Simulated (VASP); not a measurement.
A run of VASP 6.6.1 is set up as follows.

The input INCAR:

```
  PREC = Accurate
  ENCUT = 600
  EDIFF = 1E-6
  ISMEAR = 0
  SIGMA = 0.02
  LREAL = F
  LASPH = T
  NELM = 120
  ALGO = Normal
  ISIF = 2
  LWAVE = F
  LCHARG = F
  GGA = PE
  NBANDS = 19
  GGA_COMPAT = F
```

KPOINTS

```
Automatic mesh
0
Gamma
  6 6 6
```

POSCAR

```
BaF2
1.0
    0.0000000000      3.1223915143      3.1223915143
    3.1223915143      0.0000000000      3.1223915143
    3.1223915143      3.1223915143      0.0000000000
Ba F
1 2
Direct
    0.0000000000      0.0000000000      0.0000000000
    0.2500000000      0.2500000000      0.2500000000
    0.7500000000      0.7500000000      0.7500000000
```

Potentials or basis: VASP PAW PBE potentials, release 64 (Ba_sv, F).

The run is started by

```bash
$ cat potpaw_PBE.64/Ba_sv/POTCAR potpaw_PBE.64/F/POTCAR > POTCAR
$ mpirun -np 1 vasp_std > vasp.out
```

Question: Estimate the band gap on the k mesh.

Answer: 6.68 eV, indirect (least direct gap 6.74 eV).

Question: What does it give for the pressure?

Answer: 0.9 GPa.

Caveat: spin-orbit coupling is left out, which moves the levels of the heavy elements. A k mesh can miss the band edges.
